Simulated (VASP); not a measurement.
Na2Sb:

```
Na Sb
1.0
     0.00000    3.41069    3.41069
     3.41069    0.00000    3.41069
     3.41069    3.41069    0.00000
Na Sb
2 1
Direct
  0.25000 0.25000 0.25000
  0.75000 0.75000 0.75000
  0.50000 0.50000 0.50000
```

The cell was built from a structure type or drawn by symmetry, and may not be a known phase.

```yaml
Program: VASP 6.6.1
Task: relaxation of cell and atoms
Functional: PBE
Potentials_or_basis: VASP PAW PBE potentials, release 64 (Na_sv, Sb_d_GW)
Cutoff: 970 eV
k_mesh: 4 × 4 × 4
Occupations: gaussian, width 0.1 eV
Spin: no spin polarisation
```

At the start: pressure 6.7 GPa; volume 26.45 Å³/atom.

Problem. How do energy, volume and symmetry change on relaxing?

Solution. Over 4 steps the energy falls by 121.1 meV/atom and the volume is 33.60 Å³/atom (+27.0 %); space group Fm-3m (No. 225, to 0.1 Å) before and after.

The path:
```tsv
step	energy change (eV)	largest force (eV/Å)	pressure (GPa)	volume (Å³)
1	0.0000	0.0000	6.72	79.35
2	-0.3233	0.0000	1.67	92.78
3	-0.3602	0.0000	0.41	98.68
4	-0.3632	0.0000	0.05	100.81
```

Final structure:
```yaml
crystal:
  lattice:
    - [0.00000, 3.69394, 3.69394]
    - [3.69394, 0.00000, 3.69394]
    - [3.69394, 3.69394, 0.00000]
  atoms:
    - { symbol: Na, position: [0.25000, 0.25000, 0.25000] }
    - { symbol: Na, position: [0.75000, 0.75000, 0.75000] }
    - { symbol: Sb, position: [0.50000, 0.50000, 0.50000] }
```

Caveat: the k points lie up to 0.37 Å⁻¹ apart in the final cell, too coarse for converged energies and pressures of a metal; the volume moved by over 15 % at a fixed basis, so the end points are rough.
